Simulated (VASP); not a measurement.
Here is a VASP 6.6.1 calculation.

The input INCAR:

```
PREC = Accurate ; ENCUT = 520
EDIFF = 1E-7 ; ISMEAR = 0
SIGMA = 0.1 ; LREAL = False
LASPH = True ; NELM = 80
ALGO = Normal ; ISIF = 2
LWAVE = False ; LCHARG = False
GGA = PE ; NBANDS = 9
```

Contents of KPOINTS:

```
Automatic mesh
0
Gamma
  12 12 6
```

File POSCAR:

```
Be
1.0
    2.1447660827      0.0000000000      0.0000000000
   -1.0723830413      1.8574219128      0.0000000000
    0.0000000000      0.0000000000      4.8946681303
Be
2
Direct
    0.0000000000      0.0000000000      0.2500002705
    0.0000000000      0.0000000000      0.7499997295
```

Potentials or basis: VASP PAW PBE potentials, release 64 (Be).

Run with:

```console
$ cat potpaw_PBE.64/Be/POTCAR > POTCAR
$ mpirun -np 1 vasp_std > vasp.out
```

Question: Estimate the pressure.

Answer: 0.2 GPa.

Question: Estimate the band gap on the k mesh.

Answer: Zero (band 2 reaches 6.49 eV, above the bottom of band 3 at 0.93 eV).

Stress tensor (GPa, compression positive):
```
0.02 0.00 0.00
0.00 0.02 0.00
0.00 0.00 0.41
```
